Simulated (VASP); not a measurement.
Ge, 2 atoms in the cell. It takes space group I4_1/amd (No. 141, tetragonal). The conventional cell has a = 3.900 Å, b = 3.900 Å, c = 5.799 Å, α = 90.00°, β = 90.00°, γ = 90.00°. Ge (site symmetry -4m2) has 4 Ge at 2.43 Å within 3.2 Å.  This cell differs from its parent crystal: strain -0.025 along x and y, +0.025 along z.

| Item | Value |
| --- | --- |
| Program | VASP 6.6.1 |
| Task | single point |
| Functional | PBE |
| Potentials or basis | VASP PAW PBE potentials, release 64 (Ge_d) |
| Cutoff | 520 eV |
| k mesh | 14 × 14 × 14 |
| Occupations | gaussian, width 0.15 eV |
| Spin | no spin polarisation |
| Dipole correction | no |
| Further INCAR settings | ALGO = Normal; EDIFF = 1e-06; NBANDS = 21 |

Potentials or basis: VASP PAW PBE potentials, release 64 (Ge_d).

Run with:

```bash
$ cat potpaw_PBE.64/Ge_d/POTCAR > POTCAR
$ mpirun -np 1 vasp_std > vasp.out
```

Hardware: 1 thread of Intel(R) Xeon(R) 6975P-C (Granite Rapids), on a shared host.

Question: Estimate the wall time of this run.

Answer: Wall time 89 s on 1 thread of Intel(R) Xeon(R) 6975P-C (Granite Rapids) (shared host), peak memory 0.29 GiB. Counts: scf iterations 12, k points 244.
